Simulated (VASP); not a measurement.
Wanted: the native input for a VASP 6.6.1 run.

```
Task                   : single point
Functional             : PBE
Potentials or basis    : VASP PAW PBE potentials, release 64 (K_sv, Cl)
Cutoff                 : 520 eV
k mesh                 : 10 × 10 × 10
Occupations            : gaussian, width 0.05 eV
Spin                   : no spin polarisation
Dipole correction      : no
Further INCAR settings : ALGO = Normal; EDIFF = 1e-07; NBANDS = 15
```

The structure of KCl lies in POSCAR:

```
KCl
1.0
    3.8354233900      0.0000000000      0.0000000000
    0.0000000000      3.8354233900      0.0000000000
    0.0000000000      0.0000000000      3.8354233900
K Cl
1 1
Direct
    0.0000000000      0.0000000000      0.0000000000
    0.5000000000      0.5000000000      0.5000000000
```

One way to write it, as run:

INCAR

```
ALGO = Normal
EDIFF = 1E-7
ENCUT = 520
GGA = PE
ISIF = 2
ISMEAR = 0
LASPH = True
LCHARG = False
LREAL = False
LWAVE = False
NBANDS = 15
NELM = 80
PREC = Accurate
SIGMA = 0.05
```

KPOINTS

```
k-points
0
Gamma
  10 10 10
```

Potentials or basis: VASP PAW PBE potentials, release 64 (K_sv, Cl).

Command:

```console
$ cat potpaw_PBE.64/K_sv/POTCAR potpaw_PBE.64/Cl/POTCAR > POTCAR
$ mpirun -np 1 vasp_std > vasp.out
```

It gave:

```yaml
Pressure: 0.0 GPa
Band_gap_on_the_k_mesh: 4.81 eV (least direct gap 5.01 eV)
```

Wall time 67 s on 1 thread of AMD EPYC 7R43 64-Core Processor (Zen 3), on a shared host, peak memory 0.15 GiB.
